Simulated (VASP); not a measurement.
Wanted: the native input for a VASP 6.6.1 run.

| Item | Value |
| --- | --- |
| Task | single point |
| Functional | PBEsol |
| Potentials or basis | VASP PAW PBE potentials, release 64 (Ti_sv, Al) |
| Cutoff | 520 eV |
| k mesh | 18 × 18 × 6 |
| Occupations | gaussian, width 0.15 eV |
| Spin | no spin polarisation |
| Dipole correction | no |
| Further INCAR settings | ALGO = Fast; EDIFF = 1e-07; NBANDS = 28 |

The structure of Ti3Al lies in POSCAR:

```
Ti3Al
1.0
    2.7303852567      0.0000000000      0.0000000000
   -1.3651926283      2.3645829944      0.0000000000
    0.0000000000      0.0000000000      9.7289087467
Ti Al
3 1
Direct
    0.6666666667      0.3333333333      0.0000000000
    0.3333333333      0.6666666667      0.7511732072
    0.3333333333      0.6666666667      0.2488267928
    0.6666666667      0.3333333333      0.5000000000
```

One way to write it, as run:

INCAR

```
PREC = Accurate
ENCUT = 520
EDIFF = 1E-7
ISMEAR = 0
SIGMA = 0.15
LREAL = F
LASPH = T
NELM = 80
ALGO = Fast
ISIF = 2
LWAVE = F
LCHARG = F
GGA = PS
NBANDS = 28
```

KPOINTS

```
Automatic mesh
0
Gamma
  18 18 6
```

Potentials or basis: VASP PAW PBE potentials, release 64 (Ti_sv, Al).

Run with:

```sh
$ cat potpaw_PBE.64/Ti_sv/POTCAR potpaw_PBE.64/Al/POTCAR > POTCAR
$ mpirun -np 1 vasp_std > vasp.out
```

Results of the run:

* Pressure: 6.1 GPa
* Largest force: 0.440 eV/Å
* Band gap on the k mesh: zero (an odd number of electrons rules out a gap without spin polarisation)

Caveat: the cell stands under pressure; the PAW data sets were made with another functional, which shifts forces and pressure a little.

It took 7.6 min on 1 thread of Intel(R) Xeon(R) 6975P-C (Granite Rapids) (shared host), peak memory 0.32 GiB.
